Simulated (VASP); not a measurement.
Set up this calculation in VASP 6.6.1, as the native input.

```yaml
Task: single point
Functional: PBE
Potentials_or_basis: VASP PAW PBE potentials, release 64 (Au)
Cutoff: 520 eV
k_mesh: 12 × 12 × 12
Occupations: fermi-dirac, width 0.06 eV
Spin: no spin polarisation
Dipole_correction: no
Further_INCAR_settings: ALGO = Normal; EDIFF = 1e-06; NBANDS = 12
```

The structure of Au lies in POSCAR:

```
Au
1.0
    0.0000000000      2.0967585000      2.0967585000
    2.0967585000      0.0000000000      2.0967585000
    2.0967585000      2.0967585000      0.0000000000
Au
1
Direct
    0.0000000000      0.0000000000      0.0000000000
```

One way to write it, as run:

INCAR

```
PREC = Accurate
ENCUT = 520
EDIFF = 1E-6
ISMEAR = -1
SIGMA = 0.06
LREAL = F
LASPH = T
NELM = 60
ALGO = Normal
ISIF = 2
LWAVE = F
LCHARG = T
GGA = PE
LELF = T
LVHAR = T
NBANDS = 12
```

KPOINTS

```
regular mesh
0
Gamma
  12 12 12
```

Potentials or basis: VASP PAW PBE potentials, release 64 (Au).

Launch:

```console
$ cat potpaw_PBE.64/Au/POTCAR > POTCAR
$ mpirun -np 1 vasp_std > vasp.out
```

Results of the run:

The pressure is -3.3 GPa.

Wall time 11 s on 1 thread of Intel(R) Xeon(R) Platinum 8559C (Emerald Rapids), on a shared host, peak memory 0.14 GiB.
